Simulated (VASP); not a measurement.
Here is a VASP 6.6.1 calculation.

The input INCAR:

```
PREC = Accurate
ENCUT = 520
EDIFF = 1E-6
ISMEAR = -1
SIGMA = 0.05
LREAL = F
LASPH = T
NELM = 60
ALGO = Normal
ISIF = 2
LWAVE = F
LCHARG = F
GGA = PS
NBANDS = 24
```

The input KPOINTS:

```
regular mesh
0
Gamma
  10 10 10
```

The input POSCAR:

```
LuPd
1.0
    3.4150000000     -0.0426875000     -0.0426875000
   -0.0426875000      3.4150000000     -0.0426875000
   -0.0426875000     -0.0426875000      3.4150000000
Lu Pd
1 1
Direct
    0.0000000000      0.0000000000      0.0000000000
    0.5000000000      0.5000000000      0.5000000000
```

Potentials or basis: VASP PAW PBE potentials, release 64 (Lu, Pd).

Launch:

```bash
$ cat potpaw_PBE.64/Lu/POTCAR potpaw_PBE.64/Pd/POTCAR > POTCAR
$ mpirun -np 1 vasp_std > vasp.out
```

Predict the pressure.

-1.8 GPa.

Stress tensor (GPa, compression positive):
```
-1.81  1.03  1.03
 1.03 -1.81  1.03
 1.03  1.03 -1.81
```

Caveat: the PAW data sets were made with another functional, which shifts forces and pressure a little.
